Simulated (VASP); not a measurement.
# TiTe (Pm-3m) in VASP: notebook, part 2 of 2

VASP 6.6.1. Earlier steps stand in the parts before.

### 4 Single point, LDA+U, collinear spin

File INCAR:

```
SYSTEM = TiTe
  PREC = Accurate
  ENCUT = 500
  EDIFF = 1E-6
  ISMEAR = 0
  SIGMA = 0.05
  LREAL = .False.
  LASPH = .True.
  NELM = 200
  ALGO = Normal
  ISIF = 2
  LWAVE = .False.
  LCHARG = .False.
  ISPIN = 2
  MAGMOM = 1.77 -0.07
  LORBIT = 11
  LMAXMIX = 4
  LDAU = .True.
  LDAUTYPE = 2
  LDAUL = 2 -1
  LDAUU = 3 0
  LDAUJ = 0 0
  LDAUPRINT = 1
  NBANDS = 20
  GGA_COMPAT = .False.
```

File KPOINTS:

```
regular mesh
0
Gamma
  5 5 5
  0 0 0
```

File POSCAR:

```
TiTe
1.0
    3.6310931200      0.0000000000      0.0000000000
    0.0000000000      3.6310931200      0.0000000000
    0.0000000000      0.0000000000      3.6310931200
Ti Te
1 1
Direct
    0.0000000000      0.0000000000      0.0000000000
    0.5000000000      0.5000000000      0.5000000000
```

Potentials or basis: VASP PAW LDA potentials, release 64 (Ti_sv, Te).

Command:

```console
$ cat potpaw_LDA.64/Ti_sv/POTCAR potpaw_LDA.64/Te/POTCAR > POTCAR
$ mpirun -np 1 vasp_std > vasp.out
```

OUTCAR:

```text
SYSTEM = TiTe
   PREC = Accurate
   ENCUT = 500
   EDIFF = 1E-6
   ISMEAR = 0
   LREAL = .False.
   LASPH = .True.
   NELM = 200
   ISIF = 2
   ISPIN = 2
   LORBIT = 11

 ion  position               nearest neighbor table
   1  0.000  0.000  0.000-   2 3.14   2 3.14   2 3.14   2 3.14   2 3.14   2 3.14   2 3.14   2 3.14

   2  0.500  0.500  0.500-   1 3.14   1 3.14   1 3.14   1 3.14   1 3.14   1 3.14   1 3.14   1 3.14

  LATTYP: Found a simple cubic cell.
 ALAT       =     3.6310931200

  Lattice vectors:

 A1 = (   3.6310931200,   0.0000000000,   0.0000000000)
 A2 = (   0.0000000000,   3.6310931200,   0.0000000000)
 A3 = (   0.0000000000,   0.0000000000,   3.6310931200)

Analysis of symmetry for initial positions (statically):
=====================================================================
 Subroutine PRICEL returns:
 Original cell was already a primitive cell.

 Routine SETGRP: Setting up the symmetry group for a
 simple cubic supercell.

 Subroutine GETGRP returns: Found 48 space group operations
 (whereof 48 operations were pure point group operations)
 out of a pool of 48 trial point group operations.

The static configuration has the point symmetry O_h .

Analysis of symmetry for dynamics (positions and initial velocities):
=====================================================================
 Subroutine PRICEL returns:
 Original cell was already a primitive cell.

 Routine SETGRP: Setting up the symmetry group for a
 simple cubic supercell.

 Subroutine GETGRP returns: Found 48 space group operations
 (whereof 48 operations were pure point group operations)
 out of a pool of 48 trial point group operations.

The dynamic configuration has the point symmetry O_h .

Analysis of structural, dynamic, and magnetic symmetry:
=====================================================================
 Subroutine PRICEL returns:
 Original cell was already a primitive cell.

 Routine SETGRP: Setting up the symmetry group for a
 simple cubic supercell.

 Subroutine GETGRP returns: Found 48 space group operations
 (whereof 48 operations were pure point group operations)
 out of a pool of 48 trial point group operations.

The overall configuration has the point symmetry O_h .
[... 167 lines left out ...]

  energy without entropy =      -10.63086898  energy(sigma->0) =      -10.63140749

 E-fermi :   8.1813     XC(G=0): -10.6526

 val. band max:        8.1087121379   @ k =   0.2000   0.0000   0.0000
 cond. band min:       8.2204745372   @ k =   0.2000   0.2000   0.2000
 fundamental gap:      0.1117623992
 Fermi energy:         8.1812711416

 spin component 1

 k-point     1 :       0.0000    0.0000    0.0000
  band No.  band energies     occupation
      1     -49.6408      1.00000
      2     -26.2241      1.00000
      3     -26.2241      1.00000
      4     -26.2241      1.00000
      5      -4.8853      1.00000
      6       6.9027      1.00000
[... 206 lines left out ...]
      6       3.7363      1.00000
[... 12 lines left out ...]
     19      22.1533      0.00000
     20      23.7145      0.00000
 Fermi energy:         8.1812711416

 spin component 2

 k-point     1 :       0.0000    0.0000    0.0000
  band No.  band energies     occupation
      1     -49.5447      1.00000
      2     -26.1297      1.00000
      3     -26.1297      1.00000
      4     -26.1297      1.00000
      5      -4.8851      1.00000
      6       7.0042      1.00000
[... 219 lines left out ...]
     19      22.1538      0.00000
     20      23.7282      0.00000

------------------------ aborting loop because EDIFF is reached ----------------------------------------

  FORCE on cell =-STRESS in cart. coord.  units (eV):
  Direction    XX          YY          ZZ          XY          YZ          ZX
  --------------------------------------------------------------------------------------
  -------------------------------------------------------------------------------------
  Total       -4.2110032     -4.2110032     -4.2110032      0.0000000      0.0000000     -0.0000000
  in kB     -140.9236867   -140.9236867   -140.9236867      0.0000000      0.0000000     -0.0000000
  external PRESSURE =    -140.9236867 kB  Pullay stress =       0.0000000 kB

 VOLUME and BASIS-vectors are now :
 -----------------------------------------------------------------------------
  energy-cutoff  :      500.00
  volume of cell :       47.88
      direct lattice vectors                 reciprocal lattice vectors
     3.631093120  0.000000000  0.000000000     0.275399161  0.000000000  0.000000000
     0.000000000  3.631093120  0.000000000     0.000000000  0.275399161  0.000000000
     0.000000000  0.000000000  3.631093120     0.000000000  0.000000000  0.275399161

 POSITION                                       TOTAL-FORCE (eV/Angst)
 -----------------------------------------------------------------------------------
      0.00000      0.00000      0.00000         0.000000      0.000000      0.000000
      1.81555      1.81555      1.81555         0.000000      0.000000      0.000000
 -----------------------------------------------------------------------------------
    total drift:                               -0.000000      0.000000     -0.000000

  FREE ENERGIE OF THE ION-ELECTRON SYSTEM (eV)
  ---------------------------------------------------
  free  energy   TOTEN  =       -10.6319459937 eV

  energy  without entropy=      -10.6308689825  energy(sigma->0) =      -10.63140749

 total charge

# of ion       s       p       d       tot
------------------------------------------
    1        2.136   6.033   1.795   9.964
    2        1.373   1.979   0.051   3.403
--------------------------------------------------
tot          3.509   8.012   1.846  13.367

 magnetization (x)

# of ion       s       p       d       tot
------------------------------------------
    1       -0.001  -0.000   0.105   0.104
    2       -0.001  -0.006  -0.000  -0.007
--------------------------------------------------
tot         -0.001  -0.006   0.105   0.098
```

stdout:

```text
POSCAR found type information on POSCAR TiTe
 POSCAR found :  2 types and       2 ions
 scaLAPACK will be used
 LDA part: xc-table for (Slater(with rela. corr.)+CA(PZ))
 , standard interpolation
 POSCAR, INCAR and KPOINTS ok, starting setup
 FFT: planning ... GRIDC
 FFT: planning ... GRID_SOFT
 FFT: planning ... GRID
 WAVECAR not read
 entering main loop
```

It took 9.4 s on 1 thread of Intel Xeon 6975P-C (Granite Rapids), shared host; peak memory 0.15 GiB.

What came out:

* Free energy: -10.6319 eV
* Pressure: -14.1 GPa
* Net moment: 0.11 μB per cell
* Site moments: Ti +0.10; Te -0.01 μB
* Valence electrons inside the program's atomic spheres: Ti 9.96; Te 3.40

Levels at points of the mesh, in eV from the Fermi level:
Spin up:
```
           k point  band 7  band 8  band 9  band 10  band 11  band 12
(0.00, 0.00, 0.00)   -1.28   -1.18   -1.18    -1.18     1.09     1.09
```
Spin down:
```csv
k point,band 7,band 8,band 9,band 10,band 11,band 12
"(0.00, 0.00, 0.00)",-1.18,-1.18,-1.13,-1.13,1.18,1.18
```

Eigenvalues of the final occupation matrices:
```csv
site,spin,trace,eigenvalues
site 1 d,1,0.96,0.11 0.11 0.11 0.32 0.32
site 1 d,2,0.85,0.10 0.10 0.10 0.28 0.28
```

Caveat: the cell stands under tension; a moment this small can come from the mesh or the smearing; spin-orbit coupling is left out, which moves the levels of the heavy elements; the U is typed as a test and isn't derived for this compound.

### 5 Single point, LDA+U, collinear spin

File INCAR:

```
SYSTEM = TiTe
ALGO = Normal
EDIFF = 1E-6
ENCUT = 500
GGA_COMPAT = .FALSE.
ISIF = 2
ISMEAR = 0
ISPIN = 2
LASPH = .TRUE.
LCHARG = .FALSE.
LDAU = .TRUE.
LDAUJ = 0 0
LDAUL = 2 -1
LDAUPRINT = 1
LDAUTYPE = 2
LDAUU = 3 0
LMAXMIX = 4
LORBIT = 11
LREAL = .FALSE.
LWAVE = .FALSE.
MAGMOM = 1.85 -0.13
NBANDS = 20
NELM = 200
NUPDOWN = 1.8
PREC = Accurate
SIGMA = 0.05
```

File KPOINTS:

```
k-points
0
G
  5 5 5
  0 0 0
```

POSCAR is that of step 4.

Potentials or basis: VASP PAW LDA potentials, release 64 (Ti_sv, Te).

Command:

```console
$ cat potpaw_LDA.64/Ti_sv/POTCAR potpaw_LDA.64/Te/POTCAR > POTCAR
$ mpirun -np 1 vasp_std > vasp.out
```

OUTCAR:

```text
SYSTEM = TiTe
   EDIFF = 1E-6
   ENCUT = 500
   ISIF = 2
   ISMEAR = 0
   ISPIN = 2
   LASPH = .TRUE.
   LORBIT = 11
   LREAL = .FALSE.
   NELM = 200
   NUPDOWN = 1.8
   PREC = Accurate

 ion  position               nearest neighbor table
   1  0.000  0.000  0.000-   2 3.14   2 3.14   2 3.14   2 3.14   2 3.14   2 3.14   2 3.14   2 3.14

   2  0.500  0.500  0.500-   1 3.14   1 3.14   1 3.14   1 3.14   1 3.14   1 3.14   1 3.14   1 3.14

  LATTYP: Found a simple cubic cell.
 ALAT       =     3.6310931200

  Lattice vectors:

 A1 = (   3.6310931200,   0.0000000000,   0.0000000000)
 A2 = (   0.0000000000,   3.6310931200,   0.0000000000)
 A3 = (   0.0000000000,   0.0000000000,   3.6310931200)

Analysis of symmetry for initial positions (statically):
[... 694 lines left out ...]
  energy-cutoff  :      500.00
  volume of cell :       47.88
      direct lattice vectors                 reciprocal lattice vectors
     3.631093120  0.000000000  0.000000000     0.275399161  0.000000000  0.000000000
     0.000000000  3.631093120  0.000000000     0.000000000  0.275399161  0.000000000
     0.000000000  0.000000000  3.631093120     0.000000000  0.000000000  0.275399161

 POSITION                                       TOTAL-FORCE (eV/Angst)
 -----------------------------------------------------------------------------------
      0.00000      0.00000      0.00000         0.000000      0.000000      0.000000
      1.81555      1.81555      1.81555         0.000000      0.000000      0.000000
 -----------------------------------------------------------------------------------
    total drift:                                0.000000      0.000000     -0.000000

  FREE ENERGIE OF THE ION-ELECTRON SYSTEM (eV)
  ---------------------------------------------------
  free  energy   TOTEN  =       -10.6152443852 eV

  energy  without entropy=      -10.6126072600  energy(sigma->0) =      -10.61392582

 total charge

# of ion       s       p       d       tot
------------------------------------------
    1        2.120   6.026   1.915  10.061
    2        1.369   2.052   0.039   3.460
--------------------------------------------------
tot          3.488   8.077   1.954  13.520

 magnetization (x)

# of ion       s       p       d       tot
------------------------------------------
    1        0.009   0.014   1.452   1.475
    2       -0.003  -0.063   0.008  -0.058
--------------------------------------------------
tot          0.006  -0.049   1.460   1.417
```

stdout:

```text
POSCAR found type information on POSCAR TiTe
 POSCAR found :  2 types and       2 ions
 scaLAPACK will be used
 LDA part: xc-table for (Slater(with rela. corr.)+CA(PZ))
 , standard interpolation
 POSCAR, INCAR and KPOINTS ok, starting setup
 FFT: planning ... GRIDC
 FFT: planning ... GRID_SOFT
 FFT: planning ... GRID
 WAVECAR not read
 entering main loop
```

Run time: 47 s. Hardware: 1 thread of Intel Xeon 6975P-C (Granite Rapids), shared host; peak memory 0.15 GiB.

What came out:

```yaml
Free_energy: -10.6152 eV
Pressure: -5.7 GPa
Net_moment: 1.80 μB per cell
Site_moments: Ti +1.48; Te -0.06 μB
Valence_electrons_inside_the_program's_atomic_spheres: Ti 10.06; Te 3.46
```

Eigenvalues of the final occupation matrices:
| site | spin | trace | eigenvalues |
| --- | --- | --- | --- |
| site 1 d | 1 | 1.70 | 0.11 0.11 0.11 0.68 0.68 |
| site 1 d | 2 | 0.24 | 0.02 0.02 0.06 0.06 0.06 |

Caveat: the cell stands under tension; spin-orbit coupling is left out, which moves the levels of the heavy elements; the total moment is fixed, so each spin has its own Fermi level and the state may be an excited one; the U is typed as a test and isn't derived for this compound.

### 6 Single point, LDA+U, collinear spin, zero start

File INCAR:

```
SYSTEM = TiTe
  ALGO = Normal
  EDIFF = 1E-6
  ENCUT = 500
  GGA_COMPAT = .False.
  ISIF = 2
  ISMEAR = 0
  ISPIN = 2
  LASPH = .True.
  LCHARG = .False.
  LDAU = .True.
  LDAUJ = 0 0
  LDAUL = 2 -1
  LDAUPRINT = 1
  LDAUTYPE = 2
  LDAUU = 3 0
  LMAXMIX = 4
  LORBIT = 11
  LREAL = .False.
  LWAVE = .False.
  MAGMOM = 0 0
  NBANDS = 20
  NELM = 200
  NUPDOWN = 0.0
  PREC = Accurate
  SIGMA = 0.05
```

File KPOINTS:

```
k-points
0
Gamma
  5 5 5
  0 0 0
```

POSCAR is that of step 5.

Potentials or basis: VASP PAW LDA potentials, release 64 (Ti_sv, Te).

Command:

```console
$ cat potpaw_LDA.64/Ti_sv/POTCAR potpaw_LDA.64/Te/POTCAR > POTCAR
$ mpirun -np 1 vasp_std > vasp.out
```

It took 7.3 s on 1 thread of Intel Xeon 6975P-C (Granite Rapids), shared host; peak memory 0.15 GiB.

It converged, with:

```
Free energy                                           : -10.6305 eV
Pressure                                              : -14.1 GPa
Net moment                                            : 0.00 μB per cell
Valence electrons inside the program's atomic spheres : Ti 9.96; Te 3.40
```

Eigenvalues of the final occupation matrices:
```
    site  spin  trace               eigenvalues
site 1 d     1   0.91  0.10 0.10 0.10 0.30 0.30
site 1 d     2   0.91  0.10 0.10 0.10 0.30 0.30
```

Caveat: the cell stands under tension; spin-orbit coupling is left out, which moves the levels of the heavy elements; the total moment is fixed, so each spin has its own Fermi level; the U is typed as a test and isn't derived for this compound.

### 7 Summary

| spin | fixed moment (μB) | pressure (GPa) | moment (μB) |
| --- | --- | --- | --- |
| collinear | - | -14.1 | 0.11 |
| collinear | 1.8 | -5.7 | 1.80 |
| collinear, zero start | 0.0 | -14.1 | 0.00 |

Alike in all rows: task single point; level LDA+U; potentials or basis VASP PAW LDA potentials, release 64 (Ti_sv, Te); Ti d U = 3.0 eV; cell as given; k mesh 5 × 5 × 5; cutoff (eV) 500; smearing gaussian 0.05 eV.

Caveats: the cell stands under tension; spin-orbit coupling is left out, which moves the levels of the heavy elements; the U is typed as a test and isn't derived for this compound; a moment this small can come from the mesh or the smearing (at least some runs); the total moment is fixed, so each spin has its own Fermi level and the state may be an excited one (at least some runs); the total moment is fixed, so each spin has its own Fermi level (at least some runs).

Absolute energies hang on the potentials; compare differences alone.
